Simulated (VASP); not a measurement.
Set up this calculation in VASP 6.6.1, as the native input.

* Task: single point
* Functional: PBE
* Potentials or basis: VASP PAW PBE potentials, release 64 (Al, Ti_sv)
* Cutoff: 520 eV
* k mesh: 2 × 2 × 2, shifted
* Occupations: gaussian, width 0.1 eV
* Spin: no spin polarisation
* Dipole correction: no
* Further INCAR settings: LREAL = Auto; ALGO = Fast; EDIFF = 1e-06; NBANDS = 92; ISYM = 0

The structure of Ti3Al lies in POSCAR:

```
Ti3Al
1.0
   -4.1218165228      4.1837513390     -4.1218633096
    4.0365528503      4.0132384816      4.0366141246
    4.1183695949     -4.0985021540     -4.0331671968
Al Ti
4 12
Direct
    0.0028501980      0.2515152263      0.7556778186
    0.4922833175      0.9954182469      0.4999390810
    0.2576913170      0.2519990319      0.4999647876
    0.7470176932      0.9957399223      0.2442294298
    0.2432297956      0.9924851448      0.7516974848
    0.7584604889      0.5065411219      0.7515305132
    0.5004515591      0.7491098188      0.7510619783
   -0.0006373183      0.5015210017      0.4998412183
    0.5068075107      0.2549057228      0.2482659905
    0.7504499614      0.7459696456      0.5000637490
    1.0005091170      1.0032612681      1.0025097508
    0.2493712808      0.4979999803      0.2488564194
    0.9914817870      0.7407657209      0.2482246238
    0.7493908099      0.2439699624      0.9972699068
    0.4981937199      0.5007298348     -0.0024207114
    0.2518137934      0.7465943995      0.0024155024
```

One way to write it, as run:

INCAR

```
PREC = Accurate ; ENCUT = 520
EDIFF = 1E-6 ; ISMEAR = 0
SIGMA = 0.1 ; LREAL = Auto
LASPH = True ; NELM = 80
ALGO = Fast ; ISIF = 2
LWAVE = False ; LCHARG = False
GGA = PE ; NBANDS = 92
ISYM = 0
```

KPOINTS

```
Automatic mesh
0
Gamma
  2 2 2
  0.5 0.5 0.5
```

Potentials or basis: VASP PAW PBE potentials, release 64 (Al, Ti_sv).

Run with:

```console
$ cat potpaw_PBE.64/Al/POTCAR potpaw_PBE.64/Ti_sv/POTCAR > POTCAR
$ mpirun -np 1 vasp_std > vasp.out
```

It gave:

```
Pressure               : -0.1 GPa
Largest force          : 0.036 eV/Å
Band gap on the k mesh : zero (bands 78 and 79 overlap by 0.07 eV)
```

Caveat: the k points lie up to 0.54 Å⁻¹ apart.

Wall time 15 min on 1 thread of Intel(R) Xeon(R) Platinum 8259CL CPU @ 2.50GHz (Skylake/Cascade Lake), on a shared host, peak memory 0.41 GiB.
